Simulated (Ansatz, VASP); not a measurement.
**One calculation of InAs, two programs**

The input INCAR:

```
SYSTEM = InAs
PREC = Accurate ; ENCUT = 520
EDIFF = 1E-6 ; ISMEAR = -1
SIGMA = 0.02 ; LREAL = .False.
LASPH = .True. ; NELM = 60
ALGO = Normal ; ISIF = 2
LWAVE = .False. ; LCHARG = .True.
GGA = PE ; LELF = .True.
LVHAR = .True. ; NBANDS = 16
```

Contents of KPOINTS:

```
Automatic mesh
0
Gamma
  6 6 6
  0 0 0
```

File POSCAR:

```
InAs
1.0
    0.0000000000      2.8414337288      2.8414337288
    2.8414337288      0.0000000000      2.8414337288
    2.8414337288      2.8414337288      0.0000000000
In As
1 1
Direct
    0.0000000000      0.0000000000      0.0000000000
    0.5000000000      0.5000000000      0.5000000000
```

Input for Ansatz:

```yaml
crystal:
  lattice:
    - [0.0, 2.8414337288, 2.8414337288]
    - [2.8414337288, 0.0, 2.8414337288]
    - [2.8414337288, 2.8414337288, 0.0]
  atoms:
    - { symbol: In, position: [0.0, 0.0, 0.0] }
    - { symbol: As, position: [0.5, 0.5, 0.5] }
kpoints:
  mp_grid: { grid: [6, 6, 6] }
hamiltonian:
  xc: pbe
scf:
  occupations: { method: fermi_dirac, width: 0.02 }
  n_extra_bands: 4
output:
  forces: true
  stress: true
  eigenvalues: true
```

Alike in both runs: task single point; functional PBE; k mesh 6 × 6 × 6; occupations fermi-dirac, width 0.02 eV; no spin polarisation.

```csv
,VASP,Ansatz
version,VASP 6.6.1,Ansatz 0.2.0
potentials or method,"VASP PAW PBE potentials, release 64 (In_d, As)","plane waves, PAW"
plane-wave cutoff (eV),520,420
valence electrons in the cell,18,28
```

Ansatz gave:

* pressure (GPa): 2.5

Problem. Which values does VASP return?

Solution. Pressure (GPa): 2.6.

VASP's potentials hold 18 valence electrons a cell and Ansatz's 28, so a difference there can come from the potentials and not from the codes.
